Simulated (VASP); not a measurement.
# O (R-3m) in VASP: further runs, part 2 of 2

VASP 6.6.1. Earlier steps stand in the parts before.

## 3. Electric field gradients, PBE, collinear spin, ferromagnetic start (19.22 Å³/atom)

This run uses another cell than the first one, of 19.22 Å³/atom.

INCAR reads:

```
SYSTEM = O
PREC = Accurate
ENCUT = 520
EDIFF = 1E-8
ISMEAR = -1
SIGMA = 0.02
LREAL = .False.
LASPH = .True.
NELM = 150
ALGO = Normal
ISIF = 2
LWAVE = .False.
LCHARG = .False.
ISPIN = 2
MAGMOM = 1 1
LORBIT = 11
GGA = PE
LEFG = .True.
NBANDS = 17
```

KPOINTS reads:

```
regular mesh
0
Gamma
  8 8 8
  0 0 0
```

POSCAR reads:

```
O
1.0
    1.7077983607      0.9859978433      3.8051945654
   -1.7077983607      0.9859978433      3.8051945654
    0.0000000000     -1.9719956866      3.8051945654
O
2
Direct
    0.9453852800      0.9453852800      0.9453852800
    0.0546147200      0.0546147200      0.0546147200
```

Potentials or basis: VASP PAW PBE potentials, release 64 (O).

Started as:

```sh
cat potpaw_PBE.64/O/POTCAR > POTCAR
mpirun -np 1 vasp_std > vasp.out
```

OUTCAR:

```text
SYSTEM = O
   PREC = Accurate
   ENCUT = 520
   EDIFF = 1E-8
   ISMEAR = -1
   LREAL = .False.
   LASPH = .True.
   NELM = 150
   ISIF = 2
   ISPIN = 2
   LORBIT = 11
   GGA = PE

 ion  position               nearest neighbor table
   1  0.945  0.945  0.945-   2 1.25
   2  0.055  0.055  0.055-   1 1.25

  LATTYP: Found a trigonal (rhomboedric) cell.
 ALAT       =     4.2858222861
 COS(alpha) =     0.6824333683

  Lattice vectors:

 A1 = (   1.7077983607,   0.9859978433,   3.8051945654)
 A2 = (  -1.7077983607,   0.9859978433,   3.8051945654)
 A3 = (   0.0000000000,  -1.9719956866,   3.8051945654)

Analysis of symmetry for initial positions (statically):
=====================================================================
 Subroutine PRICEL returns:
 Original cell was already a primitive cell.

 Routine SETGRP: Setting up the symmetry group for a
 trigonal (rhombohedral) supercell.

 Subroutine GETGRP returns: Found 12 space group operations
 (whereof 12 operations were pure point group operations)
 out of a pool of 12 trial point group operations.

The static configuration has the point symmetry D_3d.

Analysis of symmetry for dynamics (positions and initial velocities):
=====================================================================
 Subroutine PRICEL returns:
 Original cell was already a primitive cell.

[... 1128 lines left out ...]
      6      -0.9792      0.00000
[... 9 lines left out ...]
     16      19.7567      0.00000
     17      22.7373      0.00000

 [... further k-points ...]
[... 5 lines left out ...]
  --------------------------------------------------------------------------------------
  -------------------------------------------------------------------------------------
  Total        0.1355281      0.1355281     -1.0810513      0.0000000     -0.0000000     -0.0000000
  in kB        5.6480574      5.6480574    -45.0522199      0.0000000     -0.0000000     -0.0000000
  external PRESSURE =     -11.2520351 kB  Pullay stress =       0.0000000 kB

 VOLUME and BASIS-vectors are now :
 -----------------------------------------------------------------------------
  energy-cutoff  :      520.00
  volume of cell :       38.45
      direct lattice vectors                 reciprocal lattice vectors
     1.707798361  0.985997843  3.805194565     0.292774611  0.169033500  0.087599550
    -1.707798361  0.985997843  3.805194565    -0.292774611  0.169033500  0.087599550
     0.000000000 -1.971995687  3.805194565     0.000000000 -0.338067000  0.087599550

 POSITION                                       TOTAL-FORCE (eV/Angst)
 -----------------------------------------------------------------------------------
      0.00000      0.00000     10.79212         0.000000      0.000000      0.934758
      0.00000      0.00000      0.62346         0.000000      0.000000     -0.934758
 -----------------------------------------------------------------------------------
    total drift:                               -0.000000     -0.000000      0.000000

  FREE ENERGIE OF THE ION-ELECTRON SYSTEM (eV)
  ---------------------------------------------------
  free  energy   TOTEN  =        -9.8758998883 eV

  energy  without entropy=       -9.8758998882  energy(sigma->0) =       -9.87589989

 Electric field gradients (V/A^2)
---------------------------------------------------------------------
 ion       V_xx      V_yy      V_zz      V_xy      V_xz      V_yz
---------------------------------------------------------------------
   1     -75.392   -75.392   150.784     0.000    -0.000     0.000
   2     -75.392   -75.392   150.784    -0.000     0.000     0.000
---------------------------------------------------------------------

 Electric field gradients after diagonalization (V/A^2)
 (convention: |V_zz| > |V_xx| > |V_yy|)
----------------------------------------------------------------------
 ion       V_xx      V_yy      V_zz     asymmetry (V_yy - V_xx)/ V_zz
----------------------------------------------------------------------
   1     -75.392   -75.392   150.784       0.000
   2     -75.392   -75.392   150.784       0.000
----------------------------------------------------------------------

           NMR quadrupolar parameters

 Cq : quadrupolar parameter    Cq=e*Q*V_zz/h
 eta: asymmetry parameters     (V_yy - V_xx)/ V_zz
 Q  : nuclear electric quadrupole moment in mb (millibarn)
----------------------------------------------------------------------
 ion       Cq(MHz)       eta       Q (mb)
----------------------------------------------------------------------
   1       0.365       0.000       1.000
   2       0.365       0.000       1.000
----------------------------------------------------------------------

 total charge

# of ion       s       p       d       tot
------------------------------------------
    1        1.612   3.257   0.000   4.869
    2        1.612   3.257   0.000   4.869
--------------------------------------------------
tot          3.224   6.515   0.000   9.739

 magnetization (x)

# of ion       s       p       d       tot
------------------------------------------
    1        0.011   0.804   0.000   0.814
    2        0.011   0.804   0.000   0.814
--------------------------------------------------
tot          0.021   1.607   0.000   1.628
```

It took 2.2 min on 1 thread of Intel Xeon 8259CL, shared host; peak memory 0.22 GiB.

What came out:

```yaml
Free_energy: -9.8759 eV
Pressure: -1.1 GPa
Largest_force: 0.935 eV/Å
Band_gap_on_the_k_mesh: 1.41 eV (least direct gap 1.46 eV)
Net_moment: 2.00 μB per cell
Site_moments: O +0.81 μB
Largest_electric_field_gradient_by_atom: O +150.8 V/Å²
Valence_electrons_inside_the_program's_atomic_spheres: O 4.87
```

Forces on the atoms (eV/Å):
```
O    0.000  0.000  0.935
O    0.000  0.000 -0.935
```

Electric field gradients, principal values (V/Å²):
| atom | least | middle | greatest (by size) |
| --- | --- | --- | --- |
| 1 O | -75.392 | -75.392 | 150.784 |
| 2 O | -75.392 | -75.392 | 150.784 |

Caveat: the standard files for N, O and F lose accuracy on very short bonds; the stress differs along the axes, from -5 to 1 GPa; this functional lacks dispersion, which holds the molecules together, so the pressure and a relaxed volume are unreliable; without QUAD_EFG the Cq values of the log hold for a quadrupole moment of 1 mb, not for the nuclei. A k mesh can miss the band edges.

## 4. Single point, PBE, collinear spin, ferromagnetic start

This run uses another cell than the first one, of 18.13 Å³/atom.

POSCAR reads:

```
O
1.0
    1.6749479049      0.9670316238      3.7319995215
   -1.6749479049      0.9670316238      3.7319995215
    0.0000000000     -1.9340632475      3.7319995215
O
2
Direct
    0.9453852800      0.9453852800      0.9453852800
    0.0546147200      0.0546147200      0.0546147200
```

INCAR.step1 reads:

```
SYSTEM = O
ALGO = Normal ; EDIFF = 1E-6
ENCUT = 520 ; GGA = PE
ISIF = 2 ; ISMEAR = -1
ISPIN = 2 ; LASPH = .True.
LCHARG = .True. ; LREAL = .False.
LWAVE = .False. ; MAGMOM = 1 1
NBANDS = 17 ; NELM = 150
PREC = Accurate ; SIGMA = 0.02
```

KPOINTS.step1 reads:

```
k-points
0
Gamma
  8 8 8
  0 0 0
```

INCAR.step2 reads:

```
SYSTEM = O
ALGO = Normal ; EDIFF = 1E-6
ENCUT = 520 ; GGA = PE
ICHARG = 11 ; ISIF = 2
ISMEAR = -5 ; ISPIN = 2
LASPH = .True. ; LCHARG = .False.
LORBIT = 11 ; LREAL = .False.
LWAVE = .False. ; MAGMOM = 1 1
NBANDS = 17 ; NEDOS = 2001
NELM = 150 ; PREC = Accurate
SIGMA = 0.02
```

KPOINTS.step2 reads:

```
k-points
0
Gamma
  12 12 12
  0 0 0
```

Potentials or basis: VASP PAW PBE potentials, release 64 (O).

Started as:

```sh
cat potpaw_PBE.64/O/POTCAR > POTCAR
cp INCAR.step1 INCAR
cp KPOINTS.step1 KPOINTS
mpirun -np 1 vasp_std > vasp.out
cp INCAR.step2 INCAR
cp KPOINTS.step2 KPOINTS
mpirun -np 1 vasp_std > vasp.out
```

OUTCAR:

```text
SYSTEM = O
   EDIFF = 1E-6
   ENCUT = 520
   GGA = PE
   ICHARG = 11
   ISIF = 2
   ISMEAR = -5
   ISPIN = 2
   LASPH = .True.
   LORBIT = 11
   LREAL = .False.
   NELM = 150
   PREC = Accurate

 ion  position               nearest neighbor table
   1  0.945  0.945  0.945-   2 1.22
   2  0.055  0.055  0.055-   1 1.22

  LATTYP: Found a trigonal (rhomboedric) cell.
 ALAT       =     4.2033820995
 COS(alpha) =     0.6824333683

  Lattice vectors:

 A1 = (   1.6749479049,   0.9670316238,   3.7319995215)
 A2 = (  -1.6749479049,   0.9670316238,   3.7319995215)
 A3 = (   0.0000000000,  -1.9340632475,   3.7319995215)

Analysis of symmetry for initial positions (statically):
=====================================================================
 Subroutine PRICEL returns:
 Original cell was already a primitive cell.

 Routine SETGRP: Setting up the symmetry group for a
 trigonal (rhombohedral) supercell.

 Subroutine GETGRP returns: Found 12 space group operations
 (whereof 12 operations were pure point group operations)
 out of a pool of 12 trial point group operations.

The static configuration has the point symmetry D_3d.

Analysis of symmetry for dynamics (positions and initial velocities):
=====================================================================
 Subroutine PRICEL returns:
 Original cell was already a primitive cell.

 Routine SETGRP: Setting up the symmetry group for a
 trigonal (rhombohedral) supercell.

 Subroutine GETGRP returns: Found 12 space group operations
 (whereof 12 operations were pure point group operations)
 out of a pool of 12 trial point group operations.

The dynamic configuration has the point symmetry D_3d.

Analysis of structural, dynamic, and magnetic symmetry:
=====================================================================
 Subroutine PRICEL returns:
 Original cell was already a primitive cell.

 Routine SETGRP: Setting up the symmetry group for a
 trigonal (rhombohedral) supercell.

 Subroutine GETGRP returns: Found 12 space group operations
[... 141 lines left out ...]

 number of electron      11.9999996 magnetization       1.9999999

 Free energy of the ion-electron system (eV)
  ---------------------------------------------------
  ext. energy  EPLUGINS =         0.00000000
  ---------------------------------------------------
  free energy    TOTEN  =        -9.86599561 eV

  energy without entropy =       -9.86599561  energy(sigma->0) =       -9.86599561

 E-fermi :  -2.5525     XC(G=0):  -7.1828

 val. band max:       -2.5702381206   @ k =   0.5000   0.5000   0.5000
 cond. band min:      -1.2698147453   @ k =   0.5000   0.5000  -0.0000
 fundamental gap:      1.3004233754
 Fermi energy:        -2.5524911578

 spin component 1

 k-point     1 :       0.0000    0.0000    0.0000
  band No.  band energies     occupation
      1     -28.8443      1.00000
      2     -16.5115      1.00000
      3     -10.0515      1.00000
      4      -9.0446      1.00000
      5      -9.0446      1.00000
      6      -2.7117      1.00000
[... 459 lines left out ...]
      6      -3.1201      1.00000
[... 9 lines left out ...]
     16      21.2663      0.00000
     17      23.6112      0.00000

 [... further k-points ...]

 spin component 2

 k-point     1 :       0.0000    0.0000    0.0000
  band No.  band energies     occupation
      1     -27.6406      1.00000
      2     -14.6860      1.00000
      3      -9.2189      1.00000
      4      -7.0916      1.00000
      5      -7.0916      1.00000
      6      -0.3227      0.00000
[... 459 lines left out ...]
      6      -0.8544      0.00000
[... 9 lines left out ...]
     16      21.7410      0.00000
     17      24.2180      0.00000

 [... further k-points ...]
[... 5 lines left out ...]
  --------------------------------------------------------------------------------------
  -------------------------------------------------------------------------------------
  Total        0.1961885      0.1961885      1.0846338      0.0000000      0.0000000      0.0000000
  in kB        8.6666131      8.6666131     47.9136131      0.0000000      0.0000000      0.0000000
  external PRESSURE =      21.7489464 kB  Pullay stress =       0.0000000 kB

 VOLUME and BASIS-vectors are now :
 -----------------------------------------------------------------------------
  energy-cutoff  :      520.00
  volume of cell :       36.27
      direct lattice vectors                 reciprocal lattice vectors
     1.674947905  0.967031624  3.731999522     0.298516747  0.172348724  0.089317625
    -1.674947905  0.967031624  3.731999522    -0.298516747  0.172348724  0.089317625
     0.000000000 -1.934063247  3.731999522     0.000000000 -0.344697449  0.089317625

 POSITION                                       TOTAL-FORCE (eV/Angst)
 -----------------------------------------------------------------------------------
      0.00000      0.00000     10.58453         0.000000     -0.000000     -0.769447
      0.00000      0.00000      0.61147         0.000000      0.000000      0.769447
 -----------------------------------------------------------------------------------
    total drift:                                0.000000     -0.000000      0.000000

  FREE ENERGIE OF THE ION-ELECTRON SYSTEM (eV)
  ---------------------------------------------------
  free  energy   TOTEN  =        -9.8659956098 eV

  energy  without entropy=       -9.8659956098  energy(sigma->0) =       -9.86599561

 total charge

# of ion       s       p       d       tot
------------------------------------------
    1        1.612   3.293   0.000   4.905
    2        1.612   3.293   0.000   4.905
--------------------------------------------------
tot          3.225   6.586   0.000   9.810

 magnetization (x)

# of ion       s       p       d       tot
------------------------------------------
    1        0.011   0.800   0.000   0.811
    2        0.011   0.800   0.000   0.811
--------------------------------------------------
tot          0.021   1.600   0.000   1.622
```

OUTCAR.step1:

```text
SYSTEM = O
   EDIFF = 1E-6
   ENCUT = 520
   GGA = PE
   ISIF = 2
   ISMEAR = -1
[... 1202 lines left out ...]
 -----------------------------------------------------------------------------------
      0.00000      0.00000     10.58453         0.000000     -0.000000     -0.769589
      0.00000      0.00000      0.61147         0.000000      0.000000      0.769589
 -----------------------------------------------------------------------------------
    total drift:                               -0.000000     -0.000000      0.000000

  FREE ENERGIE OF THE ION-ELECTRON SYSTEM (eV)
  ---------------------------------------------------
  free  energy   TOTEN  =        -9.8659883553 eV

  energy  without entropy=       -9.8659883553  energy(sigma->0) =       -9.86598836
```

It took 3.8 min on 1 thread of Intel Xeon 8259CL, shared host; peak memory 0.29 GiB.

What came out:

- Net moment: 2.00 μB per cell
- Site moments: O +0.81 μB
- Valence electrons inside the program's atomic spheres: O 4.91

Caveat: the standard files for N, O and F lose accuracy on very short bonds; this functional lacks dispersion, which holds the molecules together, so the pressure and a relaxed volume are unreliable.

## 5. Summary

| task | cell | k mesh for the DOS | occupations for the DOS | gap on the mesh (eV) | pressure (GPa) | moment (μB) | largest force (eV/Å) |
| --- | --- | --- | --- | --- | --- | --- | --- |
| electric field gradients | a = 4.245 Å, angles 47.0°, 2 atoms | - | - | 1.36 | 0.4 | 2.00 | 0.13 |
| electric field gradients | a = 4.286 Å, angles 47.0°, 2 atoms | - | - | 1.41 | -1.1 | 2.00 | 0.93 |
| single point | a = 4.203 Å, angles 47.0°, 2 atoms | 12 × 12 × 12 | tetrahedron | - | - | 2.00 | - |

Alike in all rows: level PBE; potentials or basis VASP PAW PBE potentials, release 64 (O); spin collinear, ferromagnetic start; k mesh 8 × 8 × 8; cutoff (eV) 520; smearing fermi-dirac 0.02 eV.

Caveats: the standard files for N, O and F lose accuracy on very short bonds; this functional lacks dispersion, which holds the molecules together, so the pressure and a relaxed volume are unreliable; the stress differs along the axes, from -5 to 1 GPa (at least some runs).

Total energies depend on the potentials used, so only differences within one code and one set of settings carry meaning.
